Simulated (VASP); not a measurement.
A run of VASP 6.6.1:

Contents of POSCAR:

```
BaTiO3
1.0
    2.8276681575      1.6325549719      2.3177316080
   -2.8276681575      1.6325549719      2.3177316080
    0.0000000000     -3.2651099438      2.3177316080
Ba Ti O
1 1 3
Direct
    0.0000000000      0.0000000000      0.0000000000
    0.5140000000      0.5140000000      0.5140000000
    0.4916000000      0.4916000000      0.9815000000
    0.4916000000      0.9815000000      0.4916000000
    0.9815000000      0.4916000000      0.4916000000
```

Contents of INCAR.step1:

```
ALGO = Normal ; EDIFF = 1E-4
ENCUT = 520 ; GGA = PE
ISMEAR = -1 ; LASPH = True
LCHARG = False ; LREAL = False
LWAVE = True ; NBANDS = 28
NELM = 80 ; PREC = Accurate
SIGMA = 1.12
```

The input INCAR.step2:

```
ALGO = Normal ; EDIFF = 1E-7
ENCUT = 520 ; ISIF = 2
ISMEAR = -1 ; ISTART = 1
LASPH = True ; LCHARG = True
LELF = True ; LMIXTAU = True
LREAL = False ; LVHAR = True
LWAVE = False ; METAGGA = R2SCAN
NBANDS = 28 ; NELM = 80
PREC = Accurate ; SIGMA = 1.12
```

Contents of KPOINTS:

```
k-points
0
Gamma
  6 6 6
```

Potentials or basis: VASP PAW PBE potentials, release 64 (Ba_sv, Ti_sv, O).

Command:

```console
$ cat potpaw_PBE.64/Ba_sv/POTCAR potpaw_PBE.64/Ti_sv/POTCAR potpaw_PBE.64/O/POTCAR > POTCAR
$ cp INCAR.step1 INCAR
$ mpirun -np 1 vasp_std > vasp.out
$ cp INCAR.step2 INCAR
$ mpirun -np 1 vasp_std > vasp.out
```

Hardware: 1 thread of Intel(R) Xeon(R) Platinum 8259CL CPU @ 2.50GHz (Skylake/Cascade Lake) (shared host).

**Question.** How long does it take, and how much memory?

**Answer.** Run time: 3.3 min on 1 thread of Intel(R) Xeon(R) Platinum 8259CL CPU @ 2.50GHz (Skylake/Cascade Lake) (shared host), peak memory 0.21 GiB. Counts: k points 32.
